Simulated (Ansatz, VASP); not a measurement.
**Hf4C: VASP beside Ansatz**

```
Hf C
1.0
     3.24760    0.00000    0.00000
    -1.62380    2.81250    0.00000
     0.00000    0.00000   20.72738
Hf C
8 2
Direct
  0.66667 0.33333 0.43788
  0.66667 0.33333 0.93788
  0.33333 0.66667 0.06212
  0.33333 0.66667 0.56212
  0.66667 0.33333 0.19098
  0.66667 0.33333 0.69098
  0.33333 0.66667 0.30902
  0.33333 0.66667 0.80902
  0.00000 0.00000 0.50000
  0.00000 0.00000 0.00000
```

Alike in both runs: task single point; functional PBE; k mesh 6 × 6 × 1; occupations gaussian, width 0.2 eV; no spin polarisation.

|  | VASP | Ansatz |
| --- | --- | --- |
| version | VASP 6.6.1 | Ansatz 0.2.0 |
| potentials or method | VASP PAW PBE potentials, release 64 (Hf_pv, C), cutoff 520 eV | scalar-relativistic, plane waves, PAW |
| valence electrons in the cell | 88 | 216 |

```tsv
	VASP	Ansatz	Ansatz less VASP
gap on the k mesh at the Fermi level (eV)	none	none	-
pressure (GPa)	-0.2	0.3	+0.51
traceless stress, the component that is largest in VASP (GPa)	0.68	0.67	-0.005
rms of the force components (eV/Å)	0.018	0.008	-0.0107
```

Atom by atom the forces differ by 0.023 eV/Å (rms over components). A gap of «none» marks a metal or a gap that the smearing closes. With one functional, cell and mesh, what is left measures potentials, basis and numerics. VASP's potentials hold 88 valence electrons a cell and Ansatz's 216, so a difference there can come from the potentials and not from the codes.

The k mesh is coarse, so the values compare programs but aren't converged. Spin-orbit coupling is off throughout.
